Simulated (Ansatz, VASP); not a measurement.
## Ti: VASP beside Ansatz

```xyz
2
Lattice="0.0000 2.7513 2.7513 2.7513 0.0000 2.7513 2.7513 2.7513 0.0000" Properties=species:S:1:pos:R:3 pbc="T T T"
Ti    2.7513    2.7513    2.7513
Ti    4.1269    4.1269    4.1269
```

Alike in both runs: functional PBEsol; k mesh 6 × 6 × 6; occupations gaussian, width 0.1 eV; no spin polarisation.

Ansatz relaxed the structure, and its values are those at the end. VASP's run is a single point on that final structure, the one shown.

|  | VASP | Ansatz |
| --- | --- | --- |
| version | VASP 6.6.1 | Ansatz 0.2.0 |
| potentials or method | VASP PAW PBE potentials, release 64 (Ti_sv), cutoff 500 eV | scalar-relativistic, plane waves, PAW |
| valence electrons in the cell | 24 | 24 |

```csv
,VASP,Ansatz,Ansatz less VASP
gap on the k mesh at the Fermi level (eV),none,none,-
pressure (GPa),0.3,0.3,-0.01
```

VASP's potentials were made for PBE, not for PBEsol. A gap of «none» marks a metal or a gap that the smearing closes.
